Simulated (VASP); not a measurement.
# WSe2 in VASP: notebook

WSe2 is run at these levels: PBE; tasks: single point.

Everything below comes from runs of VASP 6.6.1. Logs are shortened: lines on timing, memory, paths and dates and some standing lists are left out, and cuts for length are marked.

## 1. The cell of the first run

The typed cell holds 6 atoms: a = 3.250 Å, b = 3.250 Å, c = 12.826 Å, α = 90.00°, β = 90.00°, γ = 120.00°.

## 2. Single point, PBE

File INCAR:

```
  PREC = Accurate
  ENCUT = 500
  EDIFF = 1E-6
  ISMEAR = -1
  SIGMA = 0.01
  LREAL = False
  LASPH = True
  NELM = 120
  ALGO = Normal
  ISIF = 2
  LWAVE = False
  LCHARG = True
  GGA = PE
  LELF = True
  LVHAR = True
  NBANDS = 35
  GGA_COMPAT = False
```

File KPOINTS:

```
Automatic mesh
0
Gamma
  3 3 1
  0.25 0.25 0.25
```

File POSCAR:

```
WSe2
1.0
    3.2499273810      0.0000000287      0.0000000000
   -1.6249637154      2.8145196581      0.0000000000
    0.0000000000      0.0000000000     12.8261208300
W Se
2 4
Direct
    0.6659679265      0.3340320735      0.7500000000
    0.3340320735      0.6659679265      0.2500000000
    0.3338371764      0.6659531388      0.8825710130
    0.6659531388      0.3338371764      0.3825710130
    0.3340468612      0.6661628236      0.6174289870
    0.6661628236      0.3340468612      0.1174289870
```

Potentials or basis: VASP PAW PBE potentials, release 64 (W_sv, Se).

The run is started by

```sh
$ cat potpaw_PBE.64/W_sv/POTCAR potpaw_PBE.64/Se/POTCAR > POTCAR
$ mpirun -np 1 vasp_std > vasp.out
```

OUTCAR:

```text
PREC = Accurate
   ENCUT = 500
   EDIFF = 1E-6
   ISMEAR = -1
   LREAL = False
   LASPH = True
   NELM = 120
   ISIF = 2
   GGA = PE

 ion  position               nearest neighbor table
   1  0.666  0.334  0.750-   3 2.53   5 2.53   3 2.53   5 2.53   5 2.54   3 2.54
   2  0.334  0.666  0.250-   6 2.53   4 2.53   6 2.53   4 2.53   4 2.54   6 2.54
   3  0.334  0.666  0.883-   1 2.53   1 2.53   1 2.54
   4  0.666  0.334  0.383-   2 2.53   2 2.53   2 2.54
   5  0.334  0.666  0.617-   1 2.53   1 2.53   1 2.54
   6  0.666  0.334  0.117-   2 2.53   2 2.53   2 2.54

  LATTYP: Found a hexagonal cell.
 ALAT       =     3.2499273810
 C/A-ratio  =     3.9465869007

  Lattice vectors:

 A1 = (   3.2499273810,   0.0000000287,   0.0000000000)
 A2 = (  -1.6249637154,   2.8145196581,   0.0000000000)
 A3 = (   0.0000000000,   0.0000000000,  12.8261208300)

Analysis of symmetry for initial positions (statically):
=====================================================================
 Subroutine PRICEL returns:
 Original cell was already a primitive cell.

 Routine SETGRP: Setting up the symmetry group for a
 hexagonal supercell.

 Subroutine GETGRP returns: Found  4 space group operations
 (whereof  2 operations were pure point group operations)
 out of a pool of 24 trial point group operations.

The static configuration has the point symmetry S_2 .
 The point group associated with its full space group is C_2h.

Analysis of symmetry for dynamics (positions and initial velocities):
=====================================================================
 Subroutine PRICEL returns:
 Original cell was already a primitive cell.

 Routine SETGRP: Setting up the symmetry group for a
 hexagonal supercell.

 Subroutine GETGRP returns: Found  4 space group operations
 (whereof  2 operations were pure point group operations)
 out of a pool of 24 trial point group operations.

The dynamic configuration has the point symmetry S_2 .
 The point group associated with its full space group is C_2h.

 Subroutine INISYM returns: Found  4 space group operations
 (whereof  2 operations are pure point group operations),
 and found     1 'primitive' translations

----------------------------------------------------------------------------------------

                                     Primitive cell

  volume of cell :     117.3203

  direct lattice vectors                    reciprocal lattice vectors
     3.249927381  0.000000029  0.000000000     0.307699181  0.177650209  0.000000000
    -1.624963715  2.814519658  0.000000000    -0.000000003  0.355300412  0.000000000
     0.000000000  0.000000000 12.826120830     0.000000000  0.000000000  0.077965896

  length of vectors
     3.249927381  3.249927381 12.826120830     0.355300412  0.355300412  0.077965896

  position of ions in fractional coordinates (direct lattice)
     0.665967927  0.334032073  0.750000000
     0.334032073  0.665967927  0.250000000
     0.333837176  0.665953139  0.882571013
     0.665953139  0.333837176  0.382571013
     0.334046861  0.666162824  0.617428987
     0.666162824  0.334046861  0.117428987

  ion indices of the primitive-cell ions
   primitive index   ion index
                 1           1
                 2           2
                 3           3
                 4           4
                 5           5
                 6           6

----------------------------------------------------------------------------------------

 KPOINTS: Automatic mesh

Automatic generation of k-mesh.
 Grid dimensions read from file:
 generate k-points for:    3    3    1

 Generating k-lattice:

  Cartesian coordinates                     Fractional coordinates (reciprocal lattice)
     0.102566394  0.059216736  0.000000000     0.333333333  0.000000000  0.000000000
    -0.000000001  0.118433471  0.000000000     0.000000000  0.333333333  0.000000000
     0.000000000  0.000000000  0.077965896     0.000000000  0.000000000  1.000000000

  Length of vectors
     0.118433471  0.118433471  0.077965896

  Shift w.r.t. Gamma in fractional coordinates (k-lattice)
     0.250000000  0.250000000  0.250000000

 Subroutine IBZKPT returns following result:
 ===========================================

 Found     30 irreducible k-points:

 Following reciprocal coordinates:
            Coordinates               Weight
  0.083333  0.083333  0.250000      2.000000
 -0.083333  0.166667  0.250000      4.000000
 -0.166667  0.083333  0.250000      4.000000
 -0.083333 -0.083333  0.250000      2.000000
  0.416667  0.083333  0.250000      4.000000
 -0.083333  0.500000  0.250000      4.000000
[... 16 lines left out ...]
 -0.166667 -0.250000  0.250000      4.000000
  0.250000 -0.416667  0.250000      4.000000
 [... further k-points ...]
   k-points           NKPTS =     30   k-points in BZ     NKDIM =     30   number of bands    NBANDS=     35
   number of dos      NEDOS =    301   number of ions     NIONS =      6
   total plane-waves  NPLWV =  55296
   dimension x,y,z NGX =    24 NGY =   24 NGZ =   96
   dimension x,y,z NGXF=    48 NGYF=   48 NGZF=  192
   ions per type =               2   4
   NGX,Y,Z   is equivalent  to a cutoff of  12.28, 12.28, 12.44 a.u.
   NGXF,Y,Z  is equivalent  to a cutoff of  24.55, 24.55, 24.89 a.u.
 SYSTEM =  unknown system
   PREC   = accura    normal or accurate (medium, high low for compatibility)
   ISTART =      0    job   : 0-new  1-cont  2-samecut
   ICHARG =      2    charge: 1-file 2-atom 10-const
   ISPIN  =      1    spin polarized calculation?
   LNONCOLLINEAR =      F non collinear calculations
   LSORBIT =      F    spin-orbit coupling
   LASPH  =      T    aspherical Exc in radial PAW
   ENCUT  =  500.0 eV  36.75 Ry    6.06 a.u.   5.93  5.93 23.38*2*pi/ulx,y,z
   NELM   =    120;   NELMIN=  2; NELMDL= -5     # of ELM steps
   EDIFF  = 0.1E-05   stopping-criterion for ELM
   LREAL  =      F    real-space projection
   EDIFFG = 0.1E-04   stopping-criterion for IOM
   NSW    =      0    number of steps for IOM
   IBRION =     -1    ionic relax: 0-MD 1-quasi-New 2-CG
   NFREE  =      0    steps in history (QN), initial steepest desc. (CG)
   ISIF   =      2    stress and relaxation
   ISYM   =      2    0-nonsym 1-usesym 2-fastsym
   POTIM  = 0.5000    time-step for ionic-motion
   TEBEG  =    0.0;   TEEND  =   0.0 temperature during run
   PSTRESS=    0.0 pullay stress
   NELECT =      52.0000    total number of electrons
   NUPDOWN=      -1.0000    fix difference up-down
   EMIN   =  10.00;   EMAX   =-10.00  energy-range for DOS
   EFERMI =   0.00;   METHOD = LEGACY
   ISMEAR =    -1;   SIGMA  =   0.01  broadening in eV -4-tet -1-fermi 0-gaus
   EFERMI_NEDOS =   21; number of points for ismear=-14 and -15
   IALGO  =     38    algorithm
   IMIX   =      4    mixing-type and parameters
     AMIX     =   0.40;   BMIX     =  1.00
     AMIX_MAG =   1.60;   BMIX_MAG =  1.00
  volume/ion in A,a.u.               =      19.55       131.95
  Fermi-wavevector in a.u.,A,eV,Ry     =   1.248202  2.358760 21.197987  1.558008
  Thomas-Fermi vector in A             =   2.382299
   LORBIT       =      0    0 simple, 1 ext, 2 COOP (PROOUT), +10 PAW based schemes
   GGA     = PE    functional components
   LHFCALC =     F    Hartree Fock is set to
   AEXX    =    0.0000 exact exchange contribution
   IVDW    =     0    specifies the selected vdW correction
   LEPSILON=     F    determine dielectric tensor
   LRPA    =     F    only Hartree local field effects (RPA)
 non-spin polarized calculation
  energy-cutoff  :      500.00
  volume of cell :      117.32
 maximum number of plane-waves:      2991
   NGX = 11   NGY = 11   NGZ = 47

 number of electron      51.9999999 magnetization

 Free energy of the ion-electron system (eV)
  ---------------------------------------------------
  ext. energy  EPLUGINS =         0.00000000
  ---------------------------------------------------
  free energy    TOTEN  =       -43.05355618 eV

  energy without entropy =      -43.05355618  energy(sigma->0) =      -43.05355618

 E-fermi :   6.4853     XC(G=0): -10.9830

 val. band max:        6.0951703533   @ k =  -0.0833  -0.0833   0.2500
 cond. band min:       7.7532376088   @ k =   0.1667   0.2500   0.2500
 fundamental gap:      1.6580672555
 Fermi energy:         6.4852816642

 k-point     1 :       0.0833    0.0833    0.2500
  band No.  band energies     occupation
      1     -67.6726      2.00000
      2     -67.6726      2.00000
      3     -31.9165      2.00000
      4     -31.9165      2.00000
      5     -31.8286      2.00000
      6     -31.8286      2.00000
[... 27 lines left out ...]
     34      10.0288      0.00000
     35      12.8595      0.00000

 k-point     2 :      -0.0833    0.1667    0.2500
  band No.  band energies     occupation
      1     -67.6726      2.00000
      2     -67.6726      2.00000
      3     -31.9164      2.00000
      4     -31.9164      2.00000
      5     -31.8300      2.00000
      6     -31.8300      2.00000
[... 27 lines left out ...]
     34       9.9949      0.00000
     35      12.8549      0.00000

 k-point     3 :      -0.1667    0.0833    0.2500
  band No.  band energies     occupation
      1     -67.6726      2.00000
      2     -67.6726      2.00000
      3     -31.9164      2.00000
      4     -31.9164      2.00000
      5     -31.8300      2.00000
      6     -31.8300      2.00000
[... 27 lines left out ...]
     34       9.9948      0.00000
     35      12.8552      0.00000
[... 723 lines left out ...]
 k-point    23 :      -0.1667   -0.2500    0.2500
  band No.  band energies     occupation
      1     -67.6646      2.00000
      2     -67.6646      2.00000
      3     -31.9748      2.00000
      4     -31.9748      2.00000
      5     -31.8837      2.00000
      6     -31.8837      2.00000
[... 27 lines left out ...]
     34      11.2320      0.00000
     35      12.5526      0.00000

 k-point    24 :       0.2500   -0.4167    0.2500
  band No.  band energies     occupation
      1     -67.6646      2.00000
      2     -67.6646      2.00000
      3     -31.9767      2.00000
      4     -31.9767      2.00000
      5     -31.8835      2.00000
      6     -31.8835      2.00000
[... 27 lines left out ...]
     34      11.2732      0.00000
     35      12.5407      0.00000

 [... further k-points ...]

------------------------ aborting loop because EDIFF is reached ----------------------------------------

  FORCE on cell =-STRESS in cart. coord.  units (eV):
  Direction    XX          YY          ZZ          XY          YZ          ZX
  --------------------------------------------------------------------------------------
  -------------------------------------------------------------------------------------
  Total        4.3078769      4.1967184      3.2467524     -0.0962660      0.0157425      0.0090889
  in kB       58.8302362     57.3122084     44.3390600     -1.3146506      0.2149858      0.1241224
  external PRESSURE =      53.4938348 kB  Pullay stress =       0.0000000 kB

 VOLUME and BASIS-vectors are now :
 -----------------------------------------------------------------------------
  energy-cutoff  :      500.00
  volume of cell :      117.32
      direct lattice vectors                 reciprocal lattice vectors
     3.249927381  0.000000029  0.000000000     0.307699181  0.177650209  0.000000000
    -1.624963715  2.814519658  0.000000000    -0.000000003  0.355300412  0.000000000
     0.000000000  0.000000000 12.826120830     0.000000000  0.000000000  0.077965896

 POSITION                                       TOTAL-FORCE (eV/Angst)
 -----------------------------------------------------------------------------------
      1.62156      0.94014      9.61959         0.113864     -0.065739      0.000000
      0.00341      1.87438      3.20653        -0.113864      0.065739      0.000000
      0.00280      1.87434     11.31996        -0.055551      0.035419      0.075401
      1.62183      0.93959      4.90690         0.058449     -0.030399      0.075401
      0.00314      1.87493      7.91922        -0.058449      0.030399     -0.075401
      1.62217      0.94018      1.50616         0.055551     -0.035419     -0.075401
 -----------------------------------------------------------------------------------
    total drift:                                0.000000     -0.000000      0.000000

  FREE ENERGIE OF THE ION-ELECTRON SYSTEM (eV)
  ---------------------------------------------------
  free  energy   TOTEN  =       -43.0535561820 eV

  energy  without entropy=      -43.0535561820  energy(sigma->0) =      -43.05355618
```

Run time: 2.4 min. Hardware: 1 thread of AMD EPYC 7R43 (Zen 3), shared host; peak memory 0.23 GiB.

Results:

- Free energy: -43.0536 eV
- Pressure: 5.3 GPa
- Largest force: 0.131 eV/Å
- Band gap on the k mesh: 1.66 eV (least direct gap 2.05 eV)

Forces on the atoms (eV/Å):
```
W    0.114 -0.066  0.000
W   -0.114  0.066  0.000
Se  -0.056  0.035  0.075
Se   0.058 -0.030  0.075
Se  -0.058  0.030 -0.075
Se   0.056 -0.035 -0.075
```

Caveat: the cell stands under pressure; spin-orbit coupling is left out, which moves the levels of the heavy elements; a shifted mesh leaves out Γ, where band edges can lie. A k mesh can miss the band edges.

## 3. Single point, PBE

File INCAR:

```
SYSTEM = WSe2
  PREC = Accurate
  ENCUT = 500
  EDIFF = 1E-6
  ISMEAR = -1
  SIGMA = 0.01
  LREAL = .False.
  LASPH = .True.
  NELM = 120
  ALGO = Normal
  ISIF = 2
  LWAVE = .False.
  LCHARG = .False.
  GGA = PE
  NBANDS = 35
  ISYM = 0
  GGA_COMPAT = .False.
```

KPOINTS is that of step 2.

POSCAR is that of step 2.

Potentials or basis: VASP PAW PBE potentials, release 64 (W_sv, Se).

The run is started by

```sh
$ cat potpaw_PBE.64/W_sv/POTCAR potpaw_PBE.64/Se/POTCAR > POTCAR
$ mpirun -np 1 vasp_std > vasp.out
```

It took 3.7 min on 1 thread of AMD EPYC 7R43 (Zen 3), shared host; peak memory 0.28 GiB.

Results (log left out):

```yaml
Free_energy: -43.0536 eV
Pressure: 5.3 GPa
Largest_force: 0.131 eV/Å
Band_gap_on_the_k_mesh: 1.66 eV (least direct gap 2.05 eV)
```

Forces in eV/Å, atoms in the order of the input:
```
W    0.114 -0.066  0.000
W   -0.114  0.066  0.000
Se  -0.056  0.035  0.075
Se   0.058 -0.030  0.075
Se  -0.058  0.030 -0.075
Se   0.056 -0.035 -0.075
```

Stress tensor (GPa, compression positive):
```
 5.88 -0.13  0.01
-0.13  5.73  0.02
 0.01  0.02  4.43
```

Levels at points of the mesh, in eV from the valence-band top:
| k point | band 24 | band 25 | band 26 | band 27 | band 28 | band 29 |
| --- | --- | --- | --- | --- | --- | --- |
| (0.08, 0.08, 0.25) | -0.81 | -0.16 | 0.00 | 2.44 | 2.72 | 2.93 |

Caveat: the cell stands under pressure; spin-orbit coupling is left out, which moves the levels of the heavy elements; a shifted mesh leaves out Γ, where band edges can lie. A k mesh can miss the band edges.
